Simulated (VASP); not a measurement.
Here is a VASP 6.6.1 calculation.

Contents of POSCAR:

```
Te
1.0
    0.0000000000      3.5723885672      3.5723885672
    3.5723885672      0.0000000000      3.5723885672
    3.5723885672      3.5723885672      0.0000000000
Te
2
Direct
    0.1250000000      0.1250000000      0.1250000000
    0.8750000000      0.8750000000      0.8750000000
```

INCAR.step1

```
SYSTEM = Te
  PREC = Accurate
  ENCUT = 520
  ISMEAR = -1
  SIGMA = 0.1
  LREAL = .FALSE.
  LASPH = .TRUE.
  NELM = 150
  LNONCOLLINEAR = .TRUE.
  MAGMOM = 0 0 0 0 0 0
  LSORBIT = .TRUE.
  GGA_COMPAT = .FALSE.
  NBANDS = 24
  GGA = PE
  ALGO = Normal
  EDIFF = 1E-4
  LWAVE = .TRUE.
  LCHARG = .FALSE.
```

Contents of INCAR.step2:

```
SYSTEM = Te
  PREC = Accurate
  ENCUT = 520
  EDIFF = 1E-7
  ISMEAR = -1
  SIGMA = 0.1
  LREAL = .FALSE.
  LASPH = .TRUE.
  NELM = 150
  ALGO = Normal
  ISIF = 2
  LWAVE = .FALSE.
  LCHARG = .TRUE.
  LNONCOLLINEAR = .TRUE.
  MAGMOM = 0 0 0 0 0 0
  LORBIT = 11
  LSORBIT = .TRUE.
  GGA_COMPAT = .FALSE.
  LORBMOM = .TRUE.
  METAGGA = R2SCAN
  LMIXTAU = .TRUE.
  LVHAR = .TRUE.
  NBANDS = 24
  ISTART = 1
```

KPOINTS

```
regular mesh
0
G
  8 8 8
  0 0 0
```

Potentials or basis: VASP PAW PBE potentials, release 64 (Te).

Run with:

```sh
$ cat potpaw_PBE.64/Te/POTCAR > POTCAR
$ cp INCAR.step1 INCAR
$ mpirun -np 1 vasp_ncl > vasp.out
$ cp INCAR.step2 INCAR
$ mpirun -np 1 vasp_ncl > vasp.out
```

(1) Predict the net moment.

(2) What does it give for the pressure?

## Answers

(1) 0.00 μB per cell.

(2) 0.3 GPa.

Caveat: the PAW data sets were made with another functional, which shifts forces and pressure a little.
